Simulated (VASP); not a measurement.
# CaScSi3 (Pm-3m) in VASP: a series of runs

CaScSi3 is run at these levels: PBE; tasks: single point.

All numbers are computed with VASP 6.6.1; they aren't measurements. Logs are shortened: lines on timing, memory, paths and dates and some standing lists are left out, and cuts for length are marked.

**1. The cell of the first run**

It takes space group Pm-3m (No. 221, cubic). Conventional cell: a = 4.471 Å, b = 4.471 Å, c = 4.471 Å, α = 90.00°, β = 90.00°, γ = 90.00°. Within 4.2 Å of Ca (site symmetry m-3m) lie 12 Si at 3.16 Å and 8 Sc at 3.87 Å. Sc (site symmetry m-3m) has 6 Si at 2.24 Å within 3.0 Å. Si (site symmetry 4/mmm) has 2 Sc at 2.24 Å within 3.0 Å.

**2. Single point, PBE**

INCAR reads:

```
PREC = Accurate ; ENCUT = 520
EDIFF = 1E-7 ; ISMEAR = 0
SIGMA = 0.1 ; LREAL = False
LASPH = True ; NELM = 100
ALGO = Normal ; ISIF = 2
LWAVE = False ; LCHARG = False
GGA = PE ; NBANDS = 24
```

KPOINTS reads:

```
regular mesh
0
Gamma
  4 4 4
```

POSCAR reads:

```
CaScSi3
1.0
    4.4706758200      0.0000000000      0.0000000000
    0.0000000000      4.4706758200      0.0000000000
    0.0000000000      0.0000000000      4.4706758200
Ca Sc Si
1 1 3
Direct
    0.0000000000      0.0000000000      0.0000000000
    0.5000000000      0.5000000000      0.5000000000
    0.0000000000      0.5000000000      0.5000000000
    0.5000000000      0.0000000000      0.5000000000
    0.5000000000      0.5000000000      0.0000000000
```

Potentials or basis: VASP PAW PBE potentials, release 64 (Ca_sv, Sc_sv, Si).

Command:

```
cat potpaw_PBE.64/Ca_sv/POTCAR potpaw_PBE.64/Sc_sv/POTCAR potpaw_PBE.64/Si/POTCAR > POTCAR
mpirun -np 1 vasp_std > vasp.out
```

OUTCAR:

```text
PREC = Accurate
   ENCUT = 520
   EDIFF = 1E-7
   ISMEAR = 0
   LREAL = False
   LASPH = True
   NELM = 100
   ISIF = 2
   GGA = PE

 ion  position               nearest neighbor table
   1  0.000  0.000  0.000-   3 3.16   4 3.16   5 3.16   3 3.16   4 3.16   3 3.16   5 3.16   3 3.16
                             4 3.16   5 3.16   4 3.16   5 3.16
   2  0.500  0.500  0.500-   3 2.24   4 2.24   5 2.24   5 2.24   4 2.24   3 2.24
   3  0.000  0.500  0.500-   2 2.24   2 2.24   1 3.16   1 3.16   1 3.16   1 3.16
   4  0.500  0.000  0.500-   2 2.24   2 2.24   1 3.16   1 3.16   1 3.16   1 3.16
   5  0.500  0.500  0.000-   2 2.24   2 2.24   1 3.16   1 3.16   1 3.16   1 3.16

  LATTYP: Found a simple cubic cell.
 ALAT       =     4.4706758200

  Lattice vectors:

 A1 = (   4.4706758200,   0.0000000000,   0.0000000000)
 A2 = (   0.0000000000,   4.4706758200,   0.0000000000)
 A3 = (   0.0000000000,   0.0000000000,   4.4706758200)

Analysis of symmetry for initial positions (statically):
=====================================================================
 Subroutine PRICEL returns:
 Original cell was already a primitive cell.

 Routine SETGRP: Setting up the symmetry group for a
 simple cubic supercell.

 Subroutine GETGRP returns: Found 48 space group operations
[... 9 lines left out ...]

 Routine SETGRP: Setting up the symmetry group for a
 simple cubic supercell.

 Subroutine GETGRP returns: Found 48 space group operations
 (whereof 48 operations were pure point group operations)
 out of a pool of 48 trial point group operations.

The dynamic configuration has the point symmetry O_h .

 Subroutine INISYM returns: Found 48 space group operations
 (whereof 48 operations are pure point group operations),
 and found     1 'primitive' translations

----------------------------------------------------------------------------------------

                                     Primitive cell

  volume of cell :      89.3551

  direct lattice vectors                    reciprocal lattice vectors
     4.470675820  0.000000000  0.000000000     0.223679828  0.000000000  0.000000000
     0.000000000  4.470675820  0.000000000     0.000000000  0.223679828  0.000000000
     0.000000000  0.000000000  4.470675820     0.000000000  0.000000000  0.223679828

  length of vectors
     4.470675820  4.470675820  4.470675820     0.223679828  0.223679828  0.223679828

  position of ions in fractional coordinates (direct lattice)
     0.000000000  0.000000000  0.000000000
     0.500000000  0.500000000  0.500000000
     0.000000000  0.500000000  0.500000000
     0.500000000  0.000000000  0.500000000
     0.500000000  0.500000000  0.000000000

  ion indices of the primitive-cell ions
   primitive index   ion index
                 1           1
                 2           2
                 3           3
                 4           4
                 5           5

----------------------------------------------------------------------------------------

 KPOINTS: regular mesh

Automatic generation of k-mesh.
 Grid dimensions read from file:
 generate k-points for:    4    4    4

 Generating k-lattice:

  Cartesian coordinates                     Fractional coordinates (reciprocal lattice)
     0.055919957  0.000000000  0.000000000     0.250000000  0.000000000  0.000000000
     0.000000000  0.055919957  0.000000000     0.000000000  0.250000000  0.000000000
     0.000000000  0.000000000  0.055919957     0.000000000  0.000000000  0.250000000

  Length of vectors
     0.055919957  0.055919957  0.055919957

  Shift w.r.t. Gamma in fractional coordinates (k-lattice)
     0.000000000  0.000000000  0.000000000

 Subroutine IBZKPT returns following result:
 ===========================================

 Found     10 irreducible k-points:

 Following reciprocal coordinates:
            Coordinates               Weight
  0.000000  0.000000  0.000000      1.000000
  0.250000  0.000000  0.000000      6.000000
  0.500000  0.000000  0.000000      3.000000
  0.250000  0.250000  0.000000     12.000000
  0.500000  0.250000  0.000000     12.000000
  0.500000  0.500000  0.000000      3.000000
  0.250000  0.250000  0.250000      8.000000
  0.500000  0.250000  0.250000     12.000000
  0.500000  0.500000  0.250000      6.000000
  0.500000  0.500000  0.500000      1.000000
   k-points           NKPTS =     10   k-points in BZ     NKDIM =     10   number of bands    NBANDS=     24
   number of dos      NEDOS =    301   number of ions     NIONS =      5
   total plane-waves  NPLWV =  46656
   dimension x,y,z NGX =    36 NGY =   36 NGZ =   36
   dimension x,y,z NGXF=    72 NGYF=   72 NGZF=   72
   ions per type =               1   1   3
   NGX,Y,Z   is equivalent  to a cutoff of  13.39, 13.39, 13.39 a.u.
   NGXF,Y,Z  is equivalent  to a cutoff of  26.77, 26.77, 26.77 a.u.
 SYSTEM =  unknown system
   PREC   = accura    normal or accurate (medium, high low for compatibility)
   ISTART =      0    job   : 0-new  1-cont  2-samecut
   ICHARG =      2    charge: 1-file 2-atom 10-const
   ISPIN  =      1    spin polarized calculation?
   LNONCOLLINEAR =      F non collinear calculations
   LSORBIT =      F    spin-orbit coupling
   LASPH  =      T    aspherical Exc in radial PAW
   ENCUT  =  520.0 eV  38.22 Ry    6.18 a.u.   8.31  8.31  8.31*2*pi/ulx,y,z
   NELM   =    100;   NELMIN=  2; NELMDL= -5     # of ELM steps
   EDIFF  = 0.1E-06   stopping-criterion for ELM
   LREAL  =      F    real-space projection
   EDIFFG = 0.1E-05   stopping-criterion for IOM
   NSW    =      0    number of steps for IOM
   IBRION =     -1    ionic relax: 0-MD 1-quasi-New 2-CG
   NFREE  =      0    steps in history (QN), initial steepest desc. (CG)
   ISIF   =      2    stress and relaxation
   ISYM   =      2    0-nonsym 1-usesym 2-fastsym
   POTIM  = 0.5000    time-step for ionic-motion
   TEBEG  =    0.0;   TEEND  =   0.0 temperature during run
   PSTRESS=    0.0 pullay stress
   NELECT =      33.0000    total number of electrons
   NUPDOWN=      -1.0000    fix difference up-down
   EMIN   =  10.00;   EMAX   =-10.00  energy-range for DOS
   EFERMI =   0.00;   METHOD = LEGACY
   ISMEAR =     0;   SIGMA  =   0.10  broadening in eV -4-tet -1-fermi 0-gaus
   EFERMI_NEDOS =   21; number of points for ismear=-14 and -15
   IALGO  =     38    algorithm
   IMIX   =      4    mixing-type and parameters
     AMIX     =   0.40;   BMIX     =  1.00
     AMIX_MAG =   1.60;   BMIX_MAG =  1.00
  volume/ion in A,a.u.               =      17.87       120.60
  Fermi-wavevector in a.u.,A,eV,Ry     =   1.174554  2.219585 18.770284  1.379577
  Thomas-Fermi vector in A             =   2.310949
   LORBIT       =      0    0 simple, 1 ext, 2 COOP (PROOUT), +10 PAW based schemes
   GGA     = PE    functional components
   LHFCALC =     F    Hartree Fock is set to
   AEXX    =    0.0000 exact exchange contribution
   IVDW    =     0    specifies the selected vdW correction
   LEPSILON=     F    determine dielectric tensor
   LRPA    =     F    only Hartree local field effects (RPA)
 non-spin polarized calculation
 Gauss-broadening in eV      SIGMA  =   0.10
  energy-cutoff  :      520.00
  volume of cell :       89.36
 maximum number of plane-waves:      2469
 NGX is ok and might be reduce to    36
   NGX = 17   NGY = 17   NGZ = 17

 number of electron      33.0000001 magnetization

 Free energy of the ion-electron system (eV)
  ---------------------------------------------------
  ext. energy  EPLUGINS =         0.00000000
  ---------------------------------------------------
  free energy    TOTEN  =       -21.01893910 eV

  energy without entropy =      -20.99378140  energy(sigma->0) =      -21.00636025

 E-fermi :   6.2353     XC(G=0): -10.4348

 val. band max:        6.1958890598   @ k =   0.5000   0.2500   0.2500
 cond. band min:       6.2730741780   @ k =   0.5000   0.2500   0.0000
 fundamental gap:      0.0771851183
 Fermi energy:         6.2352573898

 k-point     1 :       0.0000    0.0000    0.0000
  band No.  band energies     occupation
      1     -40.2054      2.00000
      2     -34.2353      2.00000
      3     -19.3071      2.00000
      4     -19.3071      2.00000
      5     -19.3071      2.00000
      6     -15.2819      2.00000
[... 16 lines left out ...]
     23       9.8861      0.00000
     24      10.5747      0.00000

 k-point     2 :       0.2500    0.0000    0.0000
  band No.  band energies     occupation
      1     -40.2045      2.00000
      2     -34.2349      2.00000
      3     -19.3288      2.00000
      4     -19.3062      2.00000
      5     -19.3062      2.00000
      6     -15.2982      2.00000
[... 16 lines left out ...]
     23      10.1191      0.00000
     24      10.7808      0.00000

 k-point     3 :       0.5000    0.0000    0.0000
  band No.  band energies     occupation
      1     -40.2035      2.00000
      2     -34.2344      2.00000
      3     -19.3504      2.00000
      4     -19.3053      2.00000
      5     -19.3053      2.00000
      6     -15.3145      2.00000
[... 16 lines left out ...]
     23      10.7109      0.00000
     24      10.7309      0.00000

 k-point     4 :       0.2500    0.2500    0.0000
  band No.  band energies     occupation
      1     -40.2035      2.00000
      2     -34.2344      2.00000
      3     -19.3283      2.00000
      4     -19.3280      2.00000
      5     -19.3054      2.00000
      6     -15.2972      2.00000
[... 16 lines left out ...]
     23      10.4965      0.00000
     24      10.6260      0.00000

 k-point     5 :       0.5000    0.2500    0.0000
  band No.  band energies     occupation
      1     -40.2026      2.00000
      2     -34.2339      2.00000
      3     -19.3500      2.00000
      4     -19.3275      2.00000
      5     -19.3046      2.00000
      6     -15.3106      2.00000
[... 73 lines left out ...]
 k-point     8 :       0.5000    0.2500    0.2500
  band No.  band energies     occupation
      1     -40.2016      2.00000
      2     -34.2335      2.00000
      3     -19.3491      2.00000
      4     -19.3268      2.00000
      5     -19.3261      2.00000
      6     -15.3079      2.00000
[... 16 lines left out ...]
     23      10.5707      0.00000
     24      11.1600      0.00000

 k-point     9 :       0.5000    0.5000    0.2500
  band No.  band energies     occupation
      1     -40.2007      2.00000
      2     -34.2331      2.00000
      3     -19.3482      2.00000
      4     -19.3482      2.00000
      5     -19.3255      2.00000
      6     -15.3054      2.00000
[... 16 lines left out ...]
     23      11.1544      0.00000
     24      11.1544      0.00000

 k-point    10 :       0.5000    0.5000    0.5000
  band No.  band energies     occupation
      1     -40.1998      2.00000
      2     -34.2326      2.00000
      3     -19.3469      2.00000
      4     -19.3469      2.00000
      5     -19.3469      2.00000
      6     -15.3041      2.00000
[... 16 lines left out ...]
     23      11.1944      0.00000
     24      11.6556      0.00000

------------------------ aborting loop because EDIFF is reached ----------------------------------------

  FORCE on cell =-STRESS in cart. coord.  units (eV):
  Direction    XX          YY          ZZ          XY          YZ          ZX
  --------------------------------------------------------------------------------------
  -------------------------------------------------------------------------------------
  Total       14.0360060     14.0360060     14.0360060     -0.0000000      0.0000000     -0.0000000
  in kB      251.6718210    251.6718210    251.6718210     -0.0000000      0.0000000     -0.0000000
  external PRESSURE =     251.6718210 kB  Pullay stress =       0.0000000 kB

 VOLUME and BASIS-vectors are now :
 -----------------------------------------------------------------------------
  energy-cutoff  :      520.00
  volume of cell :       89.36
      direct lattice vectors                 reciprocal lattice vectors
     4.470675820  0.000000000  0.000000000     0.223679828  0.000000000  0.000000000
     0.000000000  4.470675820  0.000000000     0.000000000  0.223679828  0.000000000
     0.000000000  0.000000000  4.470675820     0.000000000  0.000000000  0.223679828

 POSITION                                       TOTAL-FORCE (eV/Angst)
 -----------------------------------------------------------------------------------
      0.00000      0.00000      0.00000         0.000000      0.000000      0.000000
      2.23534      2.23534      2.23534         0.000000      0.000000      0.000000
      0.00000      2.23534      2.23534         0.000000      0.000000      0.000000
      2.23534      0.00000      2.23534         0.000000      0.000000      0.000000
      2.23534      2.23534      0.00000         0.000000      0.000000      0.000000
 -----------------------------------------------------------------------------------
    total drift:                                0.000000      0.000000      0.000000

  FREE ENERGIE OF THE ION-ELECTRON SYSTEM (eV)
  ---------------------------------------------------
  free  energy   TOTEN  =       -21.0189391030 eV

  energy  without entropy=      -20.9937814032  energy(sigma->0) =      -21.00636025
```

Run time: 21 s. Hardware: 1 thread of Intel Xeon Platinum 8488C (Sapphire Rapids), shared host; peak memory 0.21 GiB.

Results:

| Property | Result |
| --- | --- |
| Free energy | -21.0189 eV |
| Pressure | 25.2 GPa |

(Part 1 of 2 ends here.)
